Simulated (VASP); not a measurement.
The system is CdF2.

```
CELL_PARAMETERS angstrom
0.00000 2.68258 2.68258
2.68258 0.00000 2.68258
2.68258 2.68258 0.00000
ATOMIC_POSITIONS crystal
Cd 0.00000 0.00000 0.00000
F 0.25000 0.25000 0.25000
F 0.75000 0.75000 0.75000
```

Program: VASP 6.6.1. Alike in all runs: task single point; cell as given; k mesh 8 × 8 × 8; cutoff (eV) 520; smearing gaussian 0.01 eV.

Q: Order these runs on this cell by their pressure, lowest first.
A. level PBE; potentials or basis VASP PAW PBE potentials, release 64 (Cd, F); spin non-collinear, zero start, SOC
B. level r2SCAN; potentials or basis VASP PAW PBE potentials, release 64 (Cd, F); spin off
C. level LDA; potentials or basis VASP PAW LDA potentials, release 64 (Cd, F); spin off

A: C (-3.4 GPa), B (2.6 GPa), A (7.8 GPa).

Caveats: the cell stands under pressure (at least some runs); the PAW data sets were made with another functional, which shifts forces and pressure a little (at least some runs); the cell stands under tension (at least some runs).
